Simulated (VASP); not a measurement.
A run of VASP 6.6.1:

The input INCAR:

```
SYSTEM = CaIn2As2
  ALGO = Normal
  EDIFF = 1E-6
  ENCUT = 520
  GGA = PE
  ISIF = 2
  ISMEAR = 0
  LASPH = .TRUE.
  LCHARG = .FALSE.
  LREAL = .FALSE.
  LWAVE = .FALSE.
  NBANDS = 57
  NELM = 60
  PREC = Accurate
  SIGMA = 0.01
```

KPOINTS

```
k-points
0
G
  12 12 2
  0 0 0
```

The input POSCAR:

```
CaIn2As2
1.0
    4.2195802389      0.0000000000      0.0000000000
   -2.1097901195      3.6542636802      0.0000000000
    0.0000000000      0.0000000000     17.9082413756
Ca In As
2 4 4
Direct
    0.0000000000      0.0000000000      0.0000000000
    0.0000000000      0.0000000000      0.5000000000
    0.3333333333      0.6666666667      0.1709752024
    0.6666666667      0.3333333333      0.8290247976
    0.6666666667      0.3333333333      0.6709752024
    0.3333333333      0.6666666667      0.3290247976
    0.3333333333      0.6666666667      0.6019358900
    0.6666666667      0.3333333333      0.3980641100
    0.6666666667      0.3333333333      0.1019358900
    0.3333333333      0.6666666667      0.8980641100
```

Potentials or basis: VASP PAW PBE potentials, release 64 (Ca_sv, In_d, As).

Run with:

```console
$ cat potpaw_PBE.64/Ca_sv/POTCAR potpaw_PBE.64/In_d/POTCAR potpaw_PBE.64/As/POTCAR > POTCAR
$ mpirun -np 1 vasp_std > vasp.out
```

Hardware: 1 thread of Intel Xeon 8259CL, on a shared host.

Q: Estimate the wall time of this run.

A: It took 25 min on 1 thread of Intel Xeon 8259CL (shared host), peak memory 0.7 GiB. Counts: scf iterations 15, k points 38.
